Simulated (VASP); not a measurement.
# Ir (Fm-3m) in VASP: relaxation of cell and atoms with LDA

Aim: the relaxation of cell and atoms of Ir with LDA.

Program: VASP 6.6.1. These are calculated values, not measurements. Logs are shortened: lines on timing, memory, paths and dates and some standing lists are left out, and cuts for length are marked.

### 1 The cell of the first run

It takes space group Fm-3m (No. 225, cubic). Conventional cell: a = 3.811 Å, b = 3.811 Å, c = 3.811 Å, α = 90.00°, β = 90.00°, γ = 90.00°. Ir (site symmetry m-3m) has 12 Ir at 2.69 Å within 3.6 Å.

### 2 Relaxation of cell and atoms, LDA

Contents of INCAR:

```
SYSTEM = Ir
  ALGO = Normal
  EDIFF = 1E-7
  EDIFFG = -0.01
  ENCUT = 500
  GGA_COMPAT = .False.
  IBRION = 2
  ISIF = 3
  ISMEAR = -1
  LASPH = .True.
  LCHARG = .False.
  LREAL = .False.
  LWAVE = .False.
  NELM = 120
  NELMIN = 4
  NSW = 60
  PREC = Accurate
  SIGMA = 0.05
```

Contents of KPOINTS:

```
k-points
0
Gamma
  10 10 10
  0 0 0
```

Contents of POSCAR:

```
Ir
1.0
    0.0000000000      1.9055973447      1.9055973447
    1.9055973447      0.0000000000      1.9055973447
    1.9055973447      1.9055973447      0.0000000000
Ir
1
Direct
    0.0000000000      0.0000000000      0.0000000000
```

Potentials or basis: VASP PAW LDA potentials, release 64 (Ir).

Command:

```sh
$ cat potpaw_LDA.64/Ir/POTCAR > POTCAR
$ mpirun -np 1 vasp_std > vasp.out
```

OUTCAR:

```text
SYSTEM = Ir
   EDIFF = 1E-7
   EDIFFG = -0.01
   ENCUT = 500
   IBRION = 2
   ISIF = 3
   ISMEAR = -1
   LASPH = .True.
   LREAL = .False.
   NELM = 120
   NELMIN = 4
   NSW = 60
   PREC = Accurate

 ion  position               nearest neighbor table
   1  0.000  0.000  0.000-

  LATTYP: Found a face centered cubic cell.
 ALAT       =     3.8111946894

  Lattice vectors:

 A1 = (   0.0000000000,   1.9055973447,   1.9055973447)
 A2 = (   1.9055973447,   0.0000000000,   1.9055973447)
 A3 = (   1.9055973447,   1.9055973447,   0.0000000000)

Analysis of symmetry for initial positions (statically):
=====================================================================
 Subroutine PRICEL returns:
 Original cell was already a primitive cell.

 Routine SETGRP: Setting up the symmetry group for a
 face centered cubic supercell.

 Subroutine GETGRP returns: Found 48 space group operations
 (whereof 48 operations were pure point group operations)
 out of a pool of 48 trial point group operations.

The static configuration has the point symmetry O_h .

Analysis of symmetry for dynamics (positions and initial velocities):
=====================================================================
 Subroutine PRICEL returns:
 Original cell was already a primitive cell.

 Routine SETGRP: Setting up the symmetry group for a
 face centered cubic supercell.

 Subroutine GETGRP returns: Found 48 space group operations
 (whereof 48 operations were pure point group operations)
 out of a pool of 48 trial point group operations.

The dynamic configuration has the point symmetry O_h .

 Subroutine INISYM returns: Found 48 space group operations
 (whereof 48 operations are pure point group operations),
 and found     1 'primitive' translations

----------------------------------------------------------------------------------------

                                     Primitive cell

  volume of cell :      13.8396

  direct lattice vectors                    reciprocal lattice vectors
     0.000000000  1.905597345  1.905597345    -0.262384916  0.262384916  0.262384916
     1.905597345  0.000000000  1.905597345     0.262384916 -0.262384916  0.262384916
     1.905597345  1.905597345  0.000000000     0.262384916  0.262384916 -0.262384916

  length of vectors
     2.694921609  2.694921609  2.694921609     0.454464006  0.454464006  0.454464006

  position of ions in fractional coordinates (direct lattice)
     0.000000000  0.000000000  0.000000000

  ion indices of the primitive-cell ions
   primitive index   ion index
                 1           1

----------------------------------------------------------------------------------------

 KPOINTS: k-points

Automatic generation of k-mesh.
 Grid dimensions read from file:
 generate k-points for:   10   10   10

 Generating k-lattice:

  Cartesian coordinates                     Fractional coordinates (reciprocal lattice)
    -0.026238492  0.026238492  0.026238492     0.100000000  0.000000000  0.000000000
     0.026238492 -0.026238492  0.026238492     0.000000000  0.100000000  0.000000000
     0.026238492  0.026238492 -0.026238492     0.000000000  0.000000000  0.100000000

  Length of vectors
     0.045446401  0.045446401  0.045446401

  Shift w.r.t. Gamma in fractional coordinates (k-lattice)
     0.000000000  0.000000000  0.000000000

 Subroutine IBZKPT returns following result:
 ===========================================

 Found     47 irreducible k-points:

 Following reciprocal coordinates:
            Coordinates               Weight
  0.000000  0.000000  0.000000      1.000000
  0.100000  0.000000  0.000000      8.000000
  0.200000  0.000000  0.000000      8.000000
  0.300000  0.000000  0.000000      8.000000
  0.400000  0.000000  0.000000      8.000000
  0.500000  0.000000  0.000000      4.000000
[... 16 lines left out ...]
  0.300000  0.300000  0.000000      6.000000
  0.400000  0.300000  0.000000     24.000000
 [... further k-points ...]
   k-points           NKPTS =     47   k-points in BZ     NKDIM =     47   number of bands    NBANDS=      8
   number of dos      NEDOS =    301   number of ions     NIONS =      1
   total plane-waves  NPLWV =   8000
   dimension x,y,z NGX =    20 NGY =   20 NGZ =   20
   dimension x,y,z NGXF=    40 NGYF=   40 NGZF=   40
   ions per type =               1
   NGX,Y,Z   is equivalent  to a cutoff of  12.34, 12.34, 12.34 a.u.
   NGXF,Y,Z  is equivalent  to a cutoff of  24.68, 24.68, 24.68 a.u.
 SYSTEM =  Ir
   PREC   = accura    normal or accurate (medium, high low for compatibility)
   ISTART =      0    job   : 0-new  1-cont  2-samecut
   ICHARG =      2    charge: 1-file 2-atom 10-const
   ISPIN  =      1    spin polarized calculation?
   LNONCOLLINEAR =      F non collinear calculations
   LSORBIT =      F    spin-orbit coupling
   LASPH  =      T    aspherical Exc in radial PAW
   ENCUT  =  500.0 eV  36.75 Ry    6.06 a.u.   4.91  4.91  4.91*2*pi/ulx,y,z
   NELM   =    120;   NELMIN=  4; NELMDL= -5     # of ELM steps
   EDIFF  = 0.1E-06   stopping-criterion for ELM
   LREAL  =      F    real-space projection
   EDIFFG = -.1E-01   stopping-criterion for IOM
   NSW    =     60    number of steps for IOM
   IBRION =      2    ionic relax: 0-MD 1-quasi-New 2-CG
   NFREE  =      1    steps in history (QN), initial steepest desc. (CG)
   ISIF   =      3    stress and relaxation
   ISYM   =      2    0-nonsym 1-usesym 2-fastsym
   POTIM  = 0.5000    time-step for ionic-motion
   TEBEG  =    0.0;   TEEND  =   0.0 temperature during run
   PSTRESS=    0.0 pullay stress
   NELECT =       9.0000    total number of electrons
   NUPDOWN=      -1.0000    fix difference up-down
   EMIN   =  10.00;   EMAX   =-10.00  energy-range for DOS
   EFERMI =   0.00;   METHOD = LEGACY
   ISMEAR =    -1;   SIGMA  =   0.05  broadening in eV -4-tet -1-fermi 0-gaus
   EFERMI_NEDOS =   21; number of points for ismear=-14 and -15
   IALGO  =     38    algorithm
   IMIX   =      4    mixing-type and parameters
     AMIX     =   0.40;   BMIX     =  1.00
     AMIX_MAG =   1.60;   BMIX_MAG =  1.00
  volume/ion in A,a.u.               =      13.84        93.39
  Fermi-wavevector in a.u.,A,eV,Ry     =   1.418343  2.680279 27.370788  2.011696
  Thomas-Fermi vector in A             =   2.539478
   LORBIT       =      0    0 simple, 1 ext, 2 COOP (PROOUT), +10 PAW based schemes
   GGA     = CA    functional components
   LHFCALC =     F    Hartree Fock is set to
   AEXX    =    0.0000 exact exchange contribution
   IVDW    =     0    specifies the selected vdW correction
   LEPSILON=     F    determine dielectric tensor
   LRPA    =     F    only Hartree local field effects (RPA)
 conjugate gradient relaxation of ions
 non-spin polarized calculation
  energy-cutoff  :      500.00
  volume of cell :       13.84
 maximum number of plane-waves:       364
   NGX =  9   NGY =  9   NGZ =  9

--------------------------------------- Ionic step        1  -------------------------------------------

 number of electron       9.0000001 magnetization

 Free energy of the ion-electron system (eV)
  ---------------------------------------------------
  ext. energy  EPLUGINS =         0.00000000
  ---------------------------------------------------
  free energy    TOTEN  =       -10.33231587 eV

  energy without entropy =      -10.32350839  energy(sigma->0) =      -10.32791213

------------------------ aborting loop because EDIFF is reached ----------------------------------------

  FORCE on cell =-STRESS in cart. coord.  units (eV):
  Direction    XX          YY          ZZ          XY          YZ          ZX
  --------------------------------------------------------------------------------------
  -------------------------------------------------------------------------------------
  Total        0.2247116      0.2247116      0.2247116     -0.0000000      0.0000000      0.0000000
  in kB       26.0143282     26.0143282     26.0143282     -0.0000000      0.0000000      0.0000000
  external PRESSURE =      26.0143282 kB  Pullay stress =       0.0000000 kB
[... 55 lines left out ...]
  energy  without entropy=      -10.3122027153  energy(sigma->0) =      -10.31679893

--------------------------------------- Ionic step        3  -------------------------------------------

 number of electron       9.0000001 magnetization

 Free energy of the ion-electron system (eV)
  ---------------------------------------------------
  ext. energy  EPLUGINS =         0.00000000
  ---------------------------------------------------
  free energy    TOTEN  =       -10.33302381 eV

  energy without entropy =      -10.32414231  energy(sigma->0) =      -10.32858306

 E-fermi :  10.6612     XC(G=0): -14.2296

 val. band max:       10.6357810742   @ k =  -0.3000   0.3000   0.1000
 cond. band min:      10.6878240353   @ k =  -0.4000   0.5000   0.1000
 fundamental gap:      0.0520429611
 Fermi energy:        10.6611707871

 k-point     1 :       0.0000    0.0000    0.0000
  band No.  band energies     occupation
      1      -0.6870      2.00000
      2       6.5729      2.00000
      3       6.5729      2.00000
      4       6.5729      2.00000
      5       9.3748      2.00000
      6       9.3748      2.00000
      7      24.8945      0.00000
      8      30.5338      0.00000
[... 243 lines left out ...]
 k-point    24 :       0.4000    0.3000    0.0000
  band No.  band energies     occupation
      1       3.1215      2.00000
      2       3.8285      2.00000
      3       7.8813      2.00000
      4       9.7011      2.00000
      5      11.3931      0.00000
      6      11.4233      0.00000
      7      23.5719      0.00000
      8      25.8259      0.00000

 [... further k-points ...]

------------------------ aborting loop because EDIFF is reached ----------------------------------------

  FORCE on cell =-STRESS in cart. coord.  units (eV):
  Direction    XX          YY          ZZ          XY          YZ          ZX
  --------------------------------------------------------------------------------------
  -------------------------------------------------------------------------------------
  Total       -0.0027142     -0.0027142     -0.0027142      0.0000000      0.0000000     -0.0000000
  in kB       -0.3122201     -0.3122201     -0.3122201      0.0000000      0.0000000     -0.0000000
  external PRESSURE =      -0.3122201 kB  Pullay stress =       0.0000000 kB
[... 16 lines left out ...]
  FREE ENERGIE OF THE ION-ELECTRON SYSTEM (eV)
  ---------------------------------------------------
  free  energy   TOTEN  =       -10.3330238145 eV

  energy  without entropy=      -10.3241423079  energy(sigma->0) =      -10.32858306

 reached required accuracy - stopping structural energy minimisation
```

Wall time 18 s (1 thread of Intel Xeon Platinum 8175M at 2.50GHz (Skylake/Cascade Lake), shared host); peak memory 0.13 GiB.

What came out:

```yaml
Free_energy: -10.3330 eV
Relaxed_volume: 13.93 Å³/atom
Relaxed_cell: a = 2.701 Å, b = 2.701 Å, c = 2.701 Å, α = 60.00°, β = 60.00°, γ = 60.00°
Space_group_after_relaxing_to_0.1_Å: Fm-3m (No. 225)
Energy_gained_by_relaxing: 0.7 meV/atom
Ionic_steps: 3
Pressure_after_relaxing: 0.0 GPa
Band_gap_on_the_k_mesh: zero (an odd number of electrons rules out a gap without spin polarisation)
```

The path:
```
step  energy change (eV)  largest force (eV/Å)  pressure (GPa)  volume (Å³)
   1              0.0000                0.0000            2.60        13.84
   2              0.0109                0.0000           -9.88        14.29
   3             -0.0007                0.0000           -0.03        13.93
```

Final structure:
```
Ir
1.0
     0.00000    1.90966    1.90966
     1.90966    0.00000    1.90966
     1.90966    1.90966    0.00000
Ir
1
Direct
  0.00000 0.00000 0.00000
```

Caveat: spin-orbit coupling is left out, which moves the levels of the heavy elements.
